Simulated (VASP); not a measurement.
# Be4ZnTe (I-4m2) in VASP: single point with PBE

Aim: the single point of Be4ZnTe with PBE.

Program: VASP 6.6.1. These are calculated values, not measurements. Logs are shortened: lines on timing, memory, paths and dates and some standing lists are left out, and cuts for length are marked.

## Step 1: The cell of the first run

The structure is tetragonal, space group I-4m2 (No. 119). Conventional cell: a = 4.860 Å, b = 4.860 Å, c = 8.496 Å, α = 90.00°, β = 90.00°, γ = 90.00°. Be (site symmetry 2mm) has 3 Be at 2.04 to 2.43 Å and 1 Zn at 2.20 Å and 2 Te at 2.43 Å within 2.7 Å. Be (site symmetry -4m2) has 2 Be at 2.04 Å within 2.7 Å. Within 3.3 Å of Be (site symmetry -4m2) lie 8 Be at 2.43 to 3.23 Å and 4 Zn at 3.23 Å. Zn (site symmetry -4m2) has 2 Be at 2.20 Å within 2.9 Å. Te (site symmetry -4m2) has 8 Be at 2.43 to 3.23 Å and 4 Zn at 3.23 Å within 3.3 Å.

The cell was built from a structure type or drawn by symmetry, and may not be a known phase.

## Step 2: Single point, PBE

INCAR

```
  PREC = Accurate
  ENCUT = 600
  EDIFF = 1E-6
  ISMEAR = 0
  SIGMA = 0.2
  LREAL = False
  LASPH = True
  NELM = 120
  ALGO = Normal
  ISIF = 2
  LWAVE = False
  LCHARG = False
  GGA = PE
  NBANDS = 22
  GGA_COMPAT = False
```

KPOINTS

```
regular mesh
0
Gamma
  5 5 5
```

POSCAR

```
Be4ZnTe
1.0
   -2.4302404904      2.4302404904      4.2479240293
    2.4302404904     -2.4302404904      4.2479240293
    2.4302404904      2.4302404904     -4.2479240293
Be Zn Te
4 1 1
Direct
    0.7594457188      0.7594457188      0.0000000000
    0.2405542812      0.2405542812      0.0000000000
    0.0000000000      0.0000000000      0.0000000000
    0.7500000000      0.2500000000      0.5000000000
    0.5000000000      0.5000000000      0.0000000000
    0.2500000000      0.7500000000      0.5000000000
```

Potentials or basis: VASP PAW PBE potentials, release 64 (Be, Zn, Te).

Run with:

```bash
> cat potpaw_PBE.64/Be/POTCAR potpaw_PBE.64/Zn/POTCAR potpaw_PBE.64/Te/POTCAR > POTCAR
> mpirun -np 1 vasp_std > vasp.out
```

OUTCAR:

```text
PREC = Accurate
   ENCUT = 600
   EDIFF = 1E-6
   ISMEAR = 0
   LREAL = False
   LASPH = True
   NELM = 120
   ISIF = 2
   GGA = PE

 ion  position               nearest neighbor table
   1  0.759  0.759  0.000-   3 2.04   5 2.20   6 2.43   6 2.43
   2  0.241  0.241  0.000-   3 2.04   5 2.20   6 2.43   6 2.43
   3  0.000  0.000  0.000-   1 2.04   2 2.04
   4  0.750  0.250  0.500-
   5  0.500  0.500  0.000-   1 2.20   2 2.20   6 3.23   6 3.23   6 3.23   6 3.23
   6  0.250  0.750  0.500-   1 2.43   2 2.43   1 2.43   2 2.43   5 3.23   5 3.23   5 3.23   5 3.23

  LATTYP: Found a body centered tetragonal cell.
 ALAT       =     4.8604809808
 C/A-ratio  =     1.7479438953

  Lattice vectors:

 A1 = (  -2.4302404904,   2.4302404904,   4.2479240293)
 A2 = (   2.4302404904,  -2.4302404904,   4.2479240293)
 A3 = (   2.4302404904,   2.4302404904,  -4.2479240293)

Analysis of symmetry for initial positions (statically):
=====================================================================
 Subroutine PRICEL returns:
 Original cell was already a primitive cell.

 Routine SETGRP: Setting up the symmetry group for a
 body centered tetragonal supercell.

 Subroutine GETGRP returns: Found  8 space group operations
 (whereof  8 operations were pure point group operations)
 out of a pool of 16 trial point group operations.

The static configuration has the point symmetry D_2d.

Analysis of symmetry for dynamics (positions and initial velocities):
=====================================================================
 Subroutine PRICEL returns:
 Original cell was already a primitive cell.

 Routine SETGRP: Setting up the symmetry group for a
 body centered tetragonal supercell.

 Subroutine GETGRP returns: Found  8 space group operations
 (whereof  8 operations were pure point group operations)
 out of a pool of 16 trial point group operations.

The dynamic configuration has the point symmetry D_2d.

 Subroutine INISYM returns: Found  8 space group operations
 (whereof  8 operations are pure point group operations),
 and found     1 'primitive' translations

----------------------------------------------------------------------------------------

                                     Primitive cell

  volume of cell :     100.3541

  direct lattice vectors                    reciprocal lattice vectors
    -2.430240490  2.430240490  4.247924029     0.000000000  0.205740955  0.117704553
     2.430240490 -2.430240490  4.247924029     0.205740955  0.000000000  0.117704553
     2.430240490  2.430240490 -4.247924029     0.205740955  0.205740955  0.000000000

  length of vectors
     5.464155584  5.464155584  5.464155584     0.237031016  0.237031016  0.290961649

  position of ions in fractional coordinates (direct lattice)
     0.759445719  0.759445719  0.000000000
     0.240554281  0.240554281  0.000000000
     0.000000000  0.000000000  0.000000000
     0.750000000  0.250000000  0.500000000
     0.500000000  0.500000000  0.000000000
     0.250000000  0.750000000  0.500000000

  ion indices of the primitive-cell ions
   primitive index   ion index
                 1           1
                 2           2
                 3           3
                 4           4
                 5           5
                 6           6

----------------------------------------------------------------------------------------

 KPOINTS: regular mesh

Automatic generation of k-mesh.
 Grid dimensions read from file:
 generate k-points for:    5    5    5

 Generating k-lattice:

  Cartesian coordinates                     Fractional coordinates (reciprocal lattice)
     0.000000000  0.041148191  0.023540911     0.200000000  0.000000000  0.000000000
     0.041148191  0.000000000  0.023540911     0.000000000  0.200000000  0.000000000
     0.041148191  0.041148191  0.000000000     0.000000000  0.000000000  0.200000000

  Length of vectors
     0.047406203  0.047406203  0.058192330

  Shift w.r.t. Gamma in fractional coordinates (k-lattice)
     0.000000000  0.000000000  0.000000000

 Subroutine IBZKPT returns following result:
 ===========================================

 Found     18 irreducible k-points:

 Following reciprocal coordinates:
            Coordinates               Weight
  0.000000  0.000000  0.000000      1.000000
  0.200000  0.000000  0.000000      8.000000
  0.400000  0.000000  0.000000      8.000000
  0.200000  0.200000  0.000000      8.000000
  0.400000  0.200000 -0.000000     16.000000
 -0.400000  0.200000 -0.000000     16.000000
[... 10 lines left out ...]
 -0.400000  0.400000  0.400000      4.000000
 -0.400000 -0.400000  0.400000      2.000000
   k-points           NKPTS =     18   k-points in BZ     NKDIM =     18   number of bands    NBANDS=     22
   number of dos      NEDOS =    301   number of ions     NIONS =      6
   total plane-waves  NPLWV = 110592
   dimension x,y,z NGX =    48 NGY =   48 NGZ =   48
   dimension x,y,z NGXF=    96 NGYF=   96 NGZF=   96
   ions per type =               4   1   1
   NGX,Y,Z   is equivalent  to a cutoff of  14.60, 14.60, 14.60 a.u.
   NGXF,Y,Z  is equivalent  to a cutoff of  29.21, 29.21, 29.21 a.u.
 SYSTEM =  unknown system
   PREC   = accura    normal or accurate (medium, high low for compatibility)
   ISTART =      0    job   : 0-new  1-cont  2-samecut
   ICHARG =      2    charge: 1-file 2-atom 10-const
   ISPIN  =      1    spin polarized calculation?
   LNONCOLLINEAR =      F non collinear calculations
   LSORBIT =      F    spin-orbit coupling
   LASPH  =      T    aspherical Exc in radial PAW
   ENCUT  =  600.0 eV  44.10 Ry    6.64 a.u.  10.91 10.91 10.91*2*pi/ulx,y,z
   NELM   =    120;   NELMIN=  2; NELMDL= -5     # of ELM steps
   EDIFF  = 0.1E-05   stopping-criterion for ELM
   LREAL  =      F    real-space projection
   EDIFFG = 0.1E-04   stopping-criterion for IOM
   NSW    =      0    number of steps for IOM
   IBRION =     -1    ionic relax: 0-MD 1-quasi-New 2-CG
   NFREE  =      0    steps in history (QN), initial steepest desc. (CG)
   ISIF   =      2    stress and relaxation
   ISYM   =      2    0-nonsym 1-usesym 2-fastsym
   POTIM  = 0.5000    time-step for ionic-motion
   TEBEG  =    0.0;   TEEND  =   0.0 temperature during run
   PSTRESS=    0.0 pullay stress
   NELECT =      26.0000    total number of electrons
   NUPDOWN=      -1.0000    fix difference up-down
   EMIN   =  10.00;   EMAX   =-10.00  energy-range for DOS
   EFERMI =   0.00;   METHOD = LEGACY
   ISMEAR =     0;   SIGMA  =   0.20  broadening in eV -4-tet -1-fermi 0-gaus
   EFERMI_NEDOS =   21; number of points for ismear=-14 and -15
   IALGO  =     38    algorithm
   IMIX   =      4    mixing-type and parameters
     AMIX     =   0.40;   BMIX     =  1.00
     AMIX_MAG =   1.60;   BMIX_MAG =  1.00
  volume/ion in A,a.u.               =      16.73       112.87
  Fermi-wavevector in a.u.,A,eV,Ry     =   1.043648  1.972209 14.819492  1.089202
  Thomas-Fermi vector in A             =   2.178367
   LORBIT       =      0    0 simple, 1 ext, 2 COOP (PROOUT), +10 PAW based schemes
   GGA     = PE    functional components
   LHFCALC =     F    Hartree Fock is set to
   AEXX    =    0.0000 exact exchange contribution
   IVDW    =     0    specifies the selected vdW correction
   LEPSILON=     F    determine dielectric tensor
   LRPA    =     F    only Hartree local field effects (RPA)
 non-spin polarized calculation
 Gauss-broadening in eV      SIGMA  =   0.20
  energy-cutoff  :      600.00
  volume of cell :      100.35
 maximum number of plane-waves:      3369
 NGX is ok and might be reduce to    48
   NGX = 21   NGY = 21   NGZ = 21

 number of electron      25.9999996 magnetization

 Free energy of the ion-electron system (eV)
  ---------------------------------------------------
  ext. energy  EPLUGINS =         0.00000000
  ---------------------------------------------------
  free energy    TOTEN  =       -13.81304876 eV

  energy without entropy =      -13.76687024  energy(sigma->0) =      -13.78995950

 E-fermi :   4.1208     XC(G=0):  -9.4134

 val. band max:        4.0811766408   @ k =  -0.2000  -0.2000   0.2000
 cond. band min:       4.1764547932   @ k =  -0.4000   0.4000   0.4000
 fundamental gap:      0.0952781525
 Fermi energy:         4.1207859287

 k-point     1 :       0.0000    0.0000    0.0000
  band No.  band energies     occupation
      1      -8.4817      2.00000
      2      -3.0547      2.00000
      3      -2.9792      2.00000
      4      -2.9792      2.00000
      5      -2.8263      2.00000
      6      -2.7636      2.00000
[... 14 lines left out ...]
     21       9.5328      0.00000
     22      12.1410      0.00000

 k-point     2 :       0.2000    0.0000    0.0000
  band No.  band energies     occupation
      1      -8.3846      2.00000
      2      -3.1382      2.00000
      3      -2.9644      2.00000
      4      -2.9570      2.00000
      5      -2.8187      2.00000
      6      -2.7682      2.00000
[... 14 lines left out ...]
     21      10.5284      0.00000
     22      11.1777      0.00000

 k-point     3 :       0.4000    0.0000    0.0000
  band No.  band energies     occupation
      1      -8.2105      2.00000
      2      -3.3414      2.00000
      3      -2.9295      2.00000
      4      -2.9225      2.00000
      5      -2.8011      2.00000
      6      -2.7747      2.00000
[... 14 lines left out ...]
     21       9.4625      0.00000
     22      11.1118      0.00000
[... 326 lines left out ...]
 k-point    17 :      -0.4000    0.4000    0.4000
  band No.  band energies     occupation
      1      -8.1769      2.00000
      2      -3.1632      2.00000
      3      -2.8779      2.00000
      4      -2.8651      2.00000
      5      -2.7862      2.00000
      6      -2.7677      2.00000
[... 14 lines left out ...]
     21      10.5920      0.00000
     22      10.9919      0.00000

 k-point    18 :      -0.4000   -0.4000    0.4000
  band No.  band energies     occupation
      1      -8.2375      2.00000
      2      -3.1133      2.00000
      3      -2.8839      2.00000
      4      -2.8839      2.00000
      5      -2.8125      2.00000
      6      -2.7602      2.00000
[... 14 lines left out ...]
     21       9.6691      0.00000
     22      10.0672      0.00000

------------------------ aborting loop because EDIFF is reached ----------------------------------------

  FORCE on cell =-STRESS in cart. coord.  units (eV):
  Direction    XX          YY          ZZ          XY          YZ          ZX
  --------------------------------------------------------------------------------------
  -------------------------------------------------------------------------------------
  Total        0.3012722      0.3012722      0.1115968      0.0000000     -0.0000000      0.0000000
  in kB        4.8098817      4.8098817      1.7816691      0.0000000     -0.0000000      0.0000000
  external PRESSURE =       3.8004775 kB  Pullay stress =       0.0000000 kB

 VOLUME and BASIS-vectors are now :
 -----------------------------------------------------------------------------
  energy-cutoff  :      600.00
  volume of cell :      100.35
      direct lattice vectors                 reciprocal lattice vectors
    -2.430240490  2.430240490  4.247924029     0.000000000  0.205740955  0.117704553
     2.430240490 -2.430240490  4.247924029     0.205740955  0.000000000  0.117704553
     2.430240490  2.430240490 -4.247924029     0.205740955  0.205740955  0.000000000

 POSITION                                       TOTAL-FORCE (eV/Angst)
 -----------------------------------------------------------------------------------
      0.00000      0.00000      6.45214        -0.000000      0.000000      0.012074
      0.00000      0.00000      2.04371        -0.000000      0.000000     -0.012074
      0.00000      0.00000      0.00000         0.000000     -0.000000     -0.000000
      0.00000      2.43024      2.12396         0.000000     -0.000000     -0.000000
      0.00000      0.00000      4.24792         0.000000     -0.000000     -0.000000
      2.43024      0.00000      2.12396         0.000000     -0.000000     -0.000000
 -----------------------------------------------------------------------------------
    total drift:                               -0.000000      0.000000      0.000000

  FREE ENERGIE OF THE ION-ELECTRON SYSTEM (eV)
  ---------------------------------------------------
  free  energy   TOTEN  =       -13.8130487632 eV

  energy  without entropy=      -13.7668702351  energy(sigma->0) =      -13.78995950
```

Run time: 2.6 min. Hardware: 1 thread of AMD EPYC 7R13, shared host; peak memory 0.32 GiB.

Results:

```yaml
Free_energy: -13.8130 eV
Pressure: 0.4 GPa
Largest_force: 0.012 eV/Å
Band_gap_on_the_k_mesh: zero (bands 13 and 14 overlap by 1.23 eV)
```

Forces in eV/Å, atoms in the order of the input:
```
Be   0.000  0.000  0.012
Be   0.000  0.000 -0.012
Be   0.000  0.000  0.000
Be   0.000  0.000  0.000
Zn   0.000  0.000  0.000
Te   0.000  0.000  0.000
```

Stress tensor (GPa, compression positive):
```
0.48 0.00 0.00
0.00 0.48 0.00
0.00 0.00 0.18
```

Levels at points of the mesh, in eV from the Fermi level:
```tsv
k point	band 10	band 11	band 12	band 13	band 14	band 15	band 16	band 17
(0.00, 0.00, 0.00)	-3.64	-1.85	-1.62	0.24	0.24	0.24	0.60	0.79
```

Caveat: spin-orbit coupling is left out, which moves the levels of the heavy elements.
